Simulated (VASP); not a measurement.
Wanted: the native input for a VASP 6.6.1 run.

* Task: single point
* Functional: PBEsol
* Potentials or basis: VASP PAW PBE potentials, release 64 (Si, C)
* Cutoff: 520 eV
* k mesh: 10 × 10 × 10
* Occupations: gaussian, width 0.05 eV
* Spin: no spin polarisation
* Dipole correction: no
* Further INCAR settings: ALGO = Normal; EDIFF = 1e-06; NBANDS = 11

The structure of SiC lies in POSCAR:

```
SiC
1.0
    0.0000000000      2.1239298452      2.1239298452
    2.1239298452      0.0000000000      2.1239298452
    2.1239298452      2.1239298452      0.0000000000
Si C
1 1
Direct
    0.0000000000      0.0000000000      0.0000000000
    0.7500000000      0.7500000000      0.7500000000
```

The input as run:

INCAR

```
SYSTEM = SiC
ALGO     = Normal         ! electronic algorithm
EDIFF    = 1E-6           ! SCF threshold, eV
ENCUT    = 520            ! plane-wave cutoff, eV
GGA      = PS             ! functional
ISIF     = 2              ! what is computed and relaxed
ISMEAR   = 0              ! smearing method
LASPH    = .TRUE.         ! aspherical terms in the spheres
LCHARG   = .TRUE.         ! write CHGCAR
LELF     = .TRUE.         ! ELF
LREAL    = .FALSE.        ! projectors in reciprocal space
LVHAR    = .TRUE.       
LWAVE    = .FALSE.        ! write WAVECAR
NBANDS   = 11             ! bands
NELM     = 100            ! most SCF steps
PREC     = Accurate       ! precision mode
SIGMA    = 0.05           ! smearing width, eV
```

KPOINTS

```
k-points
0
G
  10 10 10
  0 0 0
```

Potentials or basis: VASP PAW PBE potentials, release 64 (Si, C).

The run is started by

```console
$ cat potpaw_PBE.64/Si/POTCAR potpaw_PBE.64/C/POTCAR > POTCAR
$ mpirun -np 1 vasp_std > vasp.out
```

It gave:

```yaml
Pressure: 19.9 GPa
Band_gap_on_the_k_mesh: 1.16 eV, indirect (least direct gap 4.52 eV)
```

Caveat: the PAW data sets were made with another functional, which shifts forces and pressure a little.

Wall time 13 s on 1 thread of Intel Xeon 6975P-C, on a shared host, peak memory 0.1 GiB.
